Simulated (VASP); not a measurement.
# Ga8Sb3P5 (R3m) in VASP: single point with PBEsol

Aim: the single point of Ga8Sb3P5 with PBEsol.

Program: VASP 6.6.1. These are calculated values, not measurements. Logs are shortened: lines on timing, memory, paths and dates and some standing lists are left out, and cuts for length are marked.

### 1 The cell of the first run

Symmetry: R3m, No. 160, trigonal system. The conventional cell has a = 8.048 Å, b = 8.048 Å, c = 19.776 Å, α = 90.00°, β = 90.00°, γ = 120.00°. Within 3.1 Å of Ga (site symmetry 3m) lie 1 P at 2.32 Å and 3 Sb at 2.53 Å. Ga (site symmetry m) has 2 P at 2.37 Å and 2 Sb at 2.57 Å within 3.1 Å. Within 3.2 Å of Ga (site symmetry m) lie 3 P at 2.42 to 2.43 Å and 1 Sb at 2.60 Å. Within 3.3 Å of Ga (site symmetry 3m) lie 4 P at 2.47 to 2.49 Å. Within 3.3 Å of Sb (site symmetry m) lie 4 Ga at 2.53 to 2.60 Å. P (site symmetry 3m) has 4 Ga at 2.37 to 2.49 Å within 3.1 Å. Within 3.1 Å of P (site symmetry 3m) lie 4 Ga at 2.32 to 2.43 Å. Within 3.1 Å of P (site symmetry m) lie 4 Ga at 2.37 to 2.47 Å.

### 2 Single point, PBEsol

File INCAR:

```
SYSTEM = Ga8Sb3P5
PREC = Accurate
ENCUT = 520
EDIFF = 1E-7
ISMEAR = 0
SIGMA = 0.1
LREAL = Auto
LASPH = .True.
NELM = 100
ALGO = Normal
ISIF = 2
LWAVE = .False.
LCHARG = .True.
GGA = PS
LELF = .True.
LVHAR = .True.
NBANDS = 86
```

File KPOINTS:

```
regular mesh
0
Gamma
  4 4 4
  0 0 0
```

File POSCAR:

```
Ga8Sb3P5
1.0
   -0.0119968959      5.7029401487      5.7029401487
    5.6909432528      0.0000000000      5.6909432528
    5.6909432528      5.6909432528      0.0000000000
Ga Sb P
8 3 5
Direct
   -0.0249141366      0.0083047122      0.0083047122
   -0.0148279146     -0.0145177382      0.5146728264
   -0.0148279146      0.5146728264     -0.0145177382
   -0.0148279146      0.5146728264      0.5146728264
    0.5206297914     -0.0077273342     -0.0077273342
    0.5206297914     -0.0077273342      0.4948248769
    0.5206297914      0.4948248769     -0.0077273342
    0.5028614503      0.4990461832      0.4990461832
    0.1261602795      0.1250195992      0.1250195992
    0.1261602795      0.1250195992      0.6238005221
    0.1261602795      0.6238005221      0.1250195992
    0.1246236843      0.6251254386      0.6251254386
    0.6224303850      0.1258565383      0.1258565383
    0.6263707160      0.1232126986      0.6252082927
    0.6263707160      0.6252082927      0.1232126986
    0.6263707160      0.6252082927      0.6252082927
```

Potentials or basis: VASP PAW PBE potentials, release 64 (Ga_d, Sb, P).

On the command line:

```console
$ cat potpaw_PBE.64/Ga_d/POTCAR potpaw_PBE.64/Sb/POTCAR potpaw_PBE.64/P/POTCAR > POTCAR
$ mpirun -np 1 vasp_std > vasp.out
```

OUTCAR:

```text
SYSTEM = Ga8Sb3P5
   PREC = Accurate
   ENCUT = 520
   EDIFF = 1E-7
   ISMEAR = 0
   LREAL = Auto
   LASPH = .True.
   NELM = 100
   ISIF = 2
   GGA = PS

 ion  position               nearest neighbor table
   1  0.975  0.008  0.008-  13 2.32  10 2.53  11 2.53   9 2.53
   2  0.985  0.985  0.515-  14 2.37  12 2.37  10 2.57   9 2.57
   3  0.985  0.515  0.985-  15 2.37  12 2.37  11 2.57   9 2.57
   4  0.985  0.515  0.515-  16 2.37  12 2.37  10 2.57  11 2.57
   5  0.521  0.992  0.992-  14 2.42  15 2.42  13 2.43   9 2.60
   6  0.521  0.992  0.495-  16 2.42  14 2.42  13 2.43  10 2.60
[... 8 lines left out ...]
  15  0.626  0.625  0.123-   3 2.37   5 2.42   7 2.42   8 2.47
  16  0.626  0.625  0.625-   4 2.37   6 2.42   7 2.42   8 2.47

  LATTYP: Found a trigonal (rhomboedric) cell.
 ALAT       =     8.0651842263
 COS(alpha) =     0.5021025225

  Lattice vectors:

 A1 = (  -5.7029401487,   5.7029401487,   0.0119968959)
 A2 = (  -5.7029401487,   0.0119968959,   5.7029401487)
 A3 = (  -0.0119968959,   5.7029401487,   5.7029401487)

Analysis of symmetry for initial positions (statically):
=====================================================================
 Subroutine PRICEL returns:
 Original cell was already a primitive cell.

 Routine SETGRP: Setting up the symmetry group for a
 trigonal (rhombohedral) supercell.

 Subroutine GETGRP returns: Found  6 space group operations
 (whereof  6 operations were pure point group operations)
 out of a pool of 12 trial point group operations.

The static configuration has the point symmetry C_3v.

Analysis of symmetry for dynamics (positions and initial velocities):
=====================================================================
 Subroutine PRICEL returns:
 Original cell was already a primitive cell.

 Routine SETGRP: Setting up the symmetry group for a
 trigonal (rhombohedral) supercell.

 Subroutine GETGRP returns: Found  6 space group operations
 (whereof  6 operations were pure point group operations)
 out of a pool of 12 trial point group operations.

The dynamic configuration has the point symmetry C_3v.

 Subroutine INISYM returns: Found  6 space group operations
 (whereof  6 operations are pure point group operations),
 and found     1 'primitive' translations

----------------------------------------------------------------------------------------

                                     Primitive cell

  volume of cell :     369.7889

  direct lattice vectors                    reciprocal lattice vectors
    -0.011996896  5.702940149  5.702940149    -0.087581954  0.087581954  0.087581954
     5.690943253  0.000000000  5.690943253     0.087766583 -0.087766583  0.087951212
     5.690943253  5.690943253  0.000000000     0.087766583  0.087951212 -0.087766583

  length of vectors
     8.065184226  8.048209131  8.048209131     0.151696395  0.152122851  0.152122851

  position of ions in fractional coordinates (direct lattice)
     0.975085863  0.008304712  0.008304712
     0.985172085  0.985482262  0.514672826
     0.985172085  0.514672826  0.985482262
     0.985172085  0.514672826  0.514672826
     0.520629791  0.992272666  0.992272666
     0.520629791  0.992272666  0.494824877
[... 8 lines left out ...]
     0.626370716  0.625208293  0.123212699
     0.626370716  0.625208293  0.625208293

  ion indices of the primitive-cell ions
   primitive index   ion index
                 1           1
                 2           2
                 3           3
                 4           4
                 5           5
                 6           6
[... 8 lines left out ...]
                15          15
                16          16

----------------------------------------------------------------------------------------

 KPOINTS: regular mesh

Automatic generation of k-mesh.
 Grid dimensions read from file:
 generate k-points for:    4    4    4

 Generating k-lattice:

  Cartesian coordinates                     Fractional coordinates (reciprocal lattice)
    -0.021895489  0.021895489  0.021895489     0.250000000  0.000000000  0.000000000
     0.021941646 -0.021941646  0.021987803     0.000000000  0.250000000  0.000000000
     0.021941646  0.021987803 -0.021941646     0.000000000  0.000000000  0.250000000

  Length of vectors
     0.037924099  0.038030713  0.038030713

  Shift w.r.t. Gamma in fractional coordinates (k-lattice)
     0.000000000  0.000000000  0.000000000

 Subroutine IBZKPT returns following result:
 ===========================================

 Found     13 irreducible k-points:

 Following reciprocal coordinates:
            Coordinates               Weight
  0.000000  0.000000  0.000000      1.000000
  0.250000  0.000000  0.000000      2.000000
  0.500000  0.000000  0.000000      1.000000
  0.000000  0.250000  0.000000      6.000000
  0.250000  0.250000  0.000000      6.000000
  0.500000  0.250000  0.000000      6.000000
 -0.250000  0.250000  0.000000      6.000000
  0.000000  0.500000  0.000000      3.000000
  0.250000  0.500000  0.000000      6.000000
  0.500000  0.500000  0.000000      3.000000
 -0.000000  0.500000  0.250000     12.000000
  0.250000  0.500000  0.250000      6.000000
 -0.250000  0.500000  0.250000      6.000000
   k-points           NKPTS =     13   k-points in BZ     NKDIM =     13   number of bands    NBANDS=     86
   number of dos      NEDOS =    301   number of ions     NIONS =     16
   total plane-waves  NPLWV = 216000
   dimension x,y,z NGX =    60 NGY =   60 NGZ =   60
   dimension x,y,z NGXF=   120 NGYF=  120 NGZF=  120
   ions per type =               8   3   5
   NGX,Y,Z   is equivalent  to a cutoff of  12.37, 12.39, 12.39 a.u.
   NGXF,Y,Z  is equivalent  to a cutoff of  24.74, 24.79, 24.79 a.u.
 SYSTEM =  Ga8Sb3P5
   PREC   = accura    normal or accurate (medium, high low for compatibility)
   ISTART =      0    job   : 0-new  1-cont  2-samecut
   ICHARG =      2    charge: 1-file 2-atom 10-const
   ISPIN  =      1    spin polarized calculation?
   LNONCOLLINEAR =      F non collinear calculations
   LSORBIT =      F    spin-orbit coupling
   LASPH  =      T    aspherical Exc in radial PAW
   ENCUT  =  520.0 eV  38.22 Ry    6.18 a.u.  15.00 14.96 14.96*2*pi/ulx,y,z
   NELM   =    100;   NELMIN=  2; NELMDL= -5     # of ELM steps
   EDIFF  = 0.1E-06   stopping-criterion for ELM
   LREAL  =      T    real-space projection
   EDIFFG = 0.1E-05   stopping-criterion for IOM
   NSW    =      0    number of steps for IOM
   IBRION =     -1    ionic relax: 0-MD 1-quasi-New 2-CG
   NFREE  =      0    steps in history (QN), initial steepest desc. (CG)
   ISIF   =      2    stress and relaxation
   ISYM   =      2    0-nonsym 1-usesym 2-fastsym
   POTIM  = 0.5000    time-step for ionic-motion
   TEBEG  =    0.0;   TEEND  =   0.0 temperature during run
   PSTRESS=    0.0 pullay stress
   NELECT =     144.0000    total number of electrons
   NUPDOWN=      -1.0000    fix difference up-down
   EMIN   =  10.00;   EMAX   =-10.00  energy-range for DOS
   EFERMI =   0.00;   METHOD = LEGACY
   ISMEAR =     0;   SIGMA  =   0.10  broadening in eV -4-tet -1-fermi 0-gaus
   EFERMI_NEDOS =   21; number of points for ismear=-14 and -15
   IALGO  =     38    algorithm
   IMIX   =      4    mixing-type and parameters
     AMIX     =   0.40;   BMIX     =  1.00
     AMIX_MAG =   1.60;   BMIX_MAG =  1.00
  volume/ion in A,a.u.               =      23.11       155.97
  Fermi-wavevector in a.u.,A,eV,Ry     =   1.195486  2.259140 19.445255  1.429186
  Thomas-Fermi vector in A             =   2.331450
   LORBIT       =      0    0 simple, 1 ext, 2 COOP (PROOUT), +10 PAW based schemes
   GGA     = PS    functional components
   LHFCALC =     F    Hartree Fock is set to
   AEXX    =    0.0000 exact exchange contribution
   IVDW    =     0    specifies the selected vdW correction
   LEPSILON=     F    determine dielectric tensor
   LRPA    =     F    only Hartree local field effects (RPA)
 non-spin polarized calculation
 Gauss-broadening in eV      SIGMA  =   0.10
  energy-cutoff  :      520.00
  volume of cell :      369.79
 maximum number of plane-waves:      9980
   NGX = 29   NGY = 29   NGZ = 29

 number of electron     143.9999983 magnetization

 Free energy of the ion-electron system (eV)
  ---------------------------------------------------
  ext. energy  EPLUGINS =         0.00000000
  ---------------------------------------------------
  free energy    TOTEN  =       -72.78794273 eV

  energy without entropy =      -72.78605230  energy(sigma->0) =      -72.78699751

 E-fermi :   5.2039     XC(G=0):  -9.7446

 val. band max:        5.0036197962   @ k =   0.2500   0.0000   0.0000
 cond. band min:       5.2039740151   @ k =   0.0000   0.0000   0.0000
 fundamental gap:      0.2003542189
 Fermi energy:         5.2039279396

 k-point     1 :       0.0000    0.0000    0.0000
  band No.  band energies     occupation
      1     -10.3388      2.00000
      2     -10.3388      2.00000
      3     -10.3317      2.00000
      4     -10.2671      2.00000
      5     -10.2671      2.00000
      6     -10.1838      2.00000
[... 76 lines left out ...]
     83       6.8548      0.00000
     84       8.0957      0.00000

 k-point     2 :       0.2500    0.0000    0.0000
  band No.  band energies     occupation
      1     -10.3381      2.00000
      2     -10.3381      2.00000
      3     -10.3312      2.00000
      4     -10.2669      2.00000
      5     -10.2669      2.00000
      6     -10.1833      2.00000
[... 946 lines left out ...]
     83       8.2688      0.00000
     84       8.5324      0.00000

 k-point    13 :      -0.2500    0.5000    0.2500
  band No.  band energies     occupation
      1     -10.3367      2.00000
      2     -10.3355      2.00000
      3     -10.3297      2.00000
      4     -10.2665      2.00000
      5     -10.2663      2.00000
      6     -10.1757      2.00000
[... 76 lines left out ...]
     83       8.5369      0.00000
     84       8.9620      0.00000
 [bands above 84 left out]

------------------------ aborting loop because EDIFF is reached ----------------------------------------

  FORCE on cell =-STRESS in cart. coord.  units (eV):
  Direction    XX          YY          ZZ          XY          YZ          ZX
  --------------------------------------------------------------------------------------
  -------------------------------------------------------------------------------------
  Total        0.1955427      0.1955427      0.1955427      0.0185911     -0.0185911      0.0185911
  in kB        0.8472240      0.8472240      0.8472240      0.0805493     -0.0805493      0.0805493
  external PRESSURE =       0.8472240 kB  Pullay stress =       0.0000000 kB

 VOLUME and BASIS-vectors are now :
 -----------------------------------------------------------------------------
  energy-cutoff  :      520.00
  volume of cell :      369.79
      direct lattice vectors                 reciprocal lattice vectors
    -0.011996896  5.702940149  5.702940149    -0.087581954  0.087581954  0.087581954
     5.690943253  0.000000000  5.690943253     0.087766583 -0.087766583  0.087951212
     5.690943253  5.690943253  0.000000000     0.087766583  0.087951212 -0.087766583

 POSITION                                       TOTAL-FORCE (eV/Angst)
 -----------------------------------------------------------------------------------
      0.08283      5.60812      5.60812         0.030809     -0.030809     -0.030809
      8.52548      8.54735     11.22670         0.001382     -0.001382     -0.029342
      8.52548     11.22670      8.54735         0.001382     -0.029342     -0.001382
      5.84613      8.54735      8.54735         0.029342     -0.001382     -0.001382
     11.28769      8.61609      8.61609        -0.007187      0.000398      0.000398
      8.45674      5.78514      8.61609        -0.000398      0.007187      0.000398
[... 8 lines left out ...]
      4.25171      4.27335      7.13018        -0.001409      0.003697      0.001409
      7.10854      7.13018      7.13018        -0.003697      0.001409      0.001409
 -----------------------------------------------------------------------------------
    total drift:                               -0.007000      0.007012      0.007012

  FREE ENERGIE OF THE ION-ELECTRON SYSTEM (eV)
  ---------------------------------------------------
  free  energy   TOTEN  =       -72.7879427269 eV

  energy  without entropy=      -72.7860523008  energy(sigma->0) =      -72.78699751
```

Run time: 13 min. Hardware: 1 thread of Intel Xeon Platinum 8259CL at 2.50GHz (Skylake/Cascade Lake), shared host; peak memory 0.63 GiB.

Results:

| Item | Value |
| --- | --- |
| Free energy | -72.7879 eV |
| Pressure | 0.1 GPa |
| Largest force | 0.053 eV/Å |
| Band gap on the k mesh | zero (filled and empty bands touch) |

Forces on the atoms (eV/Å):
```
Ga   0.031 -0.031 -0.031
Ga   0.001 -0.001 -0.029
Ga   0.001 -0.029 -0.001
Ga   0.029 -0.001 -0.001
Ga  -0.007  0.000  0.000
Ga   0.000  0.007  0.000
Ga   0.000  0.000  0.007
Ga  -0.011  0.011  0.011
Sb  -0.012  0.011  0.011
Sb  -0.011  0.012  0.011
Sb  -0.011  0.011  0.012
P    0.004 -0.004 -0.004
P   -0.008  0.008  0.008
P   -0.001  0.001  0.004
P   -0.001  0.004  0.001
P   -0.004  0.001  0.001
```

Caveat: semilocal functionals underestimate gaps, and a narrow one can read as zero; the PAW data sets were made with another functional, which shifts forces and pressure a little; spin-orbit coupling is left out, which moves the levels of the heavy elements.

The gap in the log of VASP goes by the Fermi energy; the results here count the filled bands.